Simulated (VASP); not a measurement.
Here is a VASP 6.6.1 calculation.

INCAR

```
ALGO = Normal
EDIFF = 1E-6
ENCUT = 500
GGA = CA
GGA_COMPAT = F
ISIF = 2
ISMEAR = 0
LASPH = T
LCHARG = T
LELF = T
LREAL = F
LVHAR = T
LWAVE = F
NBANDS = 48
NELM = 120
PREC = Accurate
SIGMA = 0.01
```

File KPOINTS:

```
k-points
0
Gamma
  6 6 2
```

POSCAR

```
GaSe
1.0
    3.7143999696      0.0000000000      0.0000000000
   -1.8571999848      3.2167647335      0.0000000000
    0.0000000000      0.0000000000     15.7192027145
Ga Se
4 4
Direct
    0.3333333333      0.6666666667      0.1735388895
    0.6666666667      0.3333333333      0.6735388895
    0.3333333333      0.6666666667      0.3264611105
    0.6666666667      0.3333333333      0.8264611105
    0.3333333333      0.6666666667      0.5996986559
    0.6666666667      0.3333333333      0.0996986559
    0.3333333333      0.6666666667      0.9003013441
    0.6666666667      0.3333333333      0.4003013441
```

Potentials or basis: VASP PAW LDA potentials, release 64 (Ga_d, Se).

Launch:

```console
$ cat potpaw_LDA.64/Ga_d/POTCAR potpaw_LDA.64/Se/POTCAR > POTCAR
$ mpirun -np 1 vasp_std > vasp.out
```

(1) Estimate the pressure.

(2) What does it give for the largest force?

(3) Predict the band gap on the k mesh.

Results:

(1) 0.3 GPa.

(2) 0.041 eV/Å.

(3) 0.83 eV.
